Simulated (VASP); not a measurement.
Here is a VASP 6.6.1 calculation.

File INCAR:

```
SYSTEM = AgCl
PREC = Accurate
ENCUT = 500
EDIFF = 1E-6
ISMEAR = 1
SIGMA = 0.1
LREAL = .False.
LASPH = .True.
NELM = 120
ALGO = Normal
ISIF = 2
LWAVE = .False.
LCHARG = .False.
GGA = PE
IVDW = 12
NBANDS = 16
GGA_COMPAT = .False.
```

File KPOINTS:

```
Automatic mesh
0
Gamma
  8 8 8
  0 0 0
```

File POSCAR:

```
AgCl
1.0
    3.4339730000      0.0000000000      0.0000000000
    0.0000000000      3.4339730000      0.0000000000
    0.0000000000      0.0000000000      3.4339730000
Ag Cl
1 1
Direct
    0.0000000000      0.0000000000      0.0000000000
    0.5000000000      0.5000000000      0.5000000000
```

Potentials or basis: VASP PAW PBE potentials, release 64 (Ag, Cl).

Command:

```console
$ cat potpaw_PBE.64/Ag/POTCAR potpaw_PBE.64/Cl/POTCAR > POTCAR
$ mpirun -np 1 vasp_std > vasp.out
```

Estimate the dispersion energy per atom.

-0.349 eV.

What does it give for the pressure?

-2.9 GPa.
